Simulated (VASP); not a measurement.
Cu16N, 17 atoms in the cell. The cell holds a slab with vacuum, 17 atoms: a = 5.105 Å, b = 5.105 Å, c = 18.253 Å, α = 90.00°, β = 90.00°, γ = 60.00°. 

- Program: VASP 6.6.1
- Task: single point
- Functional: PBE
- Potentials or basis: VASP PAW PBE potentials, release 64 (Cu, N)
- Cutoff: 520 eV
- k mesh: 3 × 3 × 1
- Occupations: fermi-dirac, width 0.1 eV
- Spin: no spin polarisation
- Dipole correction: no
- Further INCAR settings: LREAL = Auto; ALGO = Normal; EDIFF = 1e-06; NBANDS = 104

Potentials or basis: VASP PAW PBE potentials, release 64 (Cu, N).

The run is started by

```console
$ cat potpaw_PBE.64/Cu/POTCAR potpaw_PBE.64/N/POTCAR > POTCAR
$ mpirun -np 1 vasp_std > vasp.out
```

Hardware: 1 thread of Intel(R) Xeon(R) Platinum 8375C CPU @ 2.90GHz (Ice Lake), on a shared host.

**Question.** How long does it take, and how much memory?

**Answer.** Wall time 12 min on 1 thread of Intel(R) Xeon(R) Platinum 8375C CPU @ 2.90GHz (Ice Lake), with other jobs on the host, peak memory 0.54 GiB. Counts: scf iterations 29, k points 5.
